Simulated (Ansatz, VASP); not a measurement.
Mg6O5 in VASP and in Ansatz

File INCAR:

```
  PREC = Accurate
  ENCUT = 520
  EDIFF = 1E-7
  ISMEAR = 0
  SIGMA = 0.05
  LREAL = F
  LASPH = T
  NELM = 100
  ALGO = Normal
  ISIF = 2
  LWAVE = F
  LCHARG = F
  GGA = PS
  NBANDS = 32
```

Contents of KPOINTS:

```
regular mesh
0
Gamma
  4 4 4
```

POSCAR

```
Mg6O5
1.0
    5.5908553621      0.0000000000      0.0000000000
    0.0000000000      5.5908553621      0.0000000000
    0.0000000000      0.0000000000      5.5908553621
Mg O
6 5
Direct
    0.2500000000      0.0000000000      0.5000000000
    0.0000000000      0.5000000000      0.2500000000
    0.5000000000      0.7500000000      0.0000000000
    0.7500000000      0.0000000000      0.5000000000
    0.0000000000      0.5000000000      0.7500000000
    0.5000000000      0.2500000000      0.0000000000
    0.5000000000      0.0000000000      0.2500000000
    0.0000000000      0.7500000000      0.5000000000
    0.8750000000      0.4060966586      0.0000000000
    0.5000000000      0.0000000000      0.7500000000
    0.0000000000      0.2500000000      0.5000000000
```

Input for Ansatz:

```yaml
crystal:
  lattice:
    - [5.5908553621, 0.0, 0.0]
    - [0.0, 5.5908553621, 0.0]
    - [0.0, 0.0, 5.5908553621]
  atoms:
    - { symbol: Mg, position: [0.25, 0.0, 0.5] }
    - { symbol: Mg, position: [0.0, 0.5, 0.25] }
    - { symbol: Mg, position: [0.5, 0.75, 0.0] }
    - { symbol: Mg, position: [0.75, 0.0, 0.5] }
    - { symbol: Mg, position: [0.0, 0.5, 0.75] }
    - { symbol: Mg, position: [0.5, 0.25, 0.0] }
    - { symbol: O, position: [0.5, 0.0, 0.25] }
    - { symbol: O, position: [0.0, 0.75, 0.5] }
    - { symbol: O, position: [0.875, 0.4060966586, 0.0] }
    - { symbol: O, position: [0.5, 0.0, 0.75] }
    - { symbol: O, position: [0.0, 0.25, 0.5] }
basis:
  ecutwfc: 420
kpoints:
  mp_grid: { grid: [4, 4, 4] }
hamiltonian:
  xc: pbesol
  pseudopotentials: { kind: paw, azcp: { folder: soft_1 } }
scf:
  occupations: { method: gaussian, width: 0.05 }
output:
  forces: true
  stress: true
  eigenvalues: true
```

Change from the starting cell: O vacancy; atom 9 moved 0.250 of the way to it and -0.525 Å across, host rigid.

Alike in both runs: task single point; functional PBEsol; k mesh 4 × 4 × 4; occupations gaussian, width 0.05 eV; no spin polarisation.

|  | VASP | Ansatz |
| --- | --- | --- |
| version | VASP 6.6.1 | Ansatz 0.2.0 |
| potentials or method | VASP PAW PBE potentials, release 64 (Mg, O), cutoff 520 eV | scalar-relativistic, plane waves, PAW |
| valence electrons in the cell | 42 | 90 |

```tsv
	VASP	Ansatz	Ansatz less VASP
gap on the k mesh at the Fermi level (eV)	0.68	0.68	-0.006
least direct gap on the mesh (eV)	1.50	1.50	-0.002
pressure (GPa)	5.8	5.7	-0.12
traceless stress, the component that is largest in VASP (GPa)	8.65	8.27	-0.377
rms of the force components (eV/Å)	1.990	1.907	-0.0833
```

VASP's potentials were made for PBE, not for PBEsol, and Ansatz warns of the same on its side. Atom by atom the forces differ by 0.084 eV/Å (rms over components). VASP's potentials hold 42 valence electrons a cell and Ansatz's 90, so a difference there can come from the potentials and not from the codes.
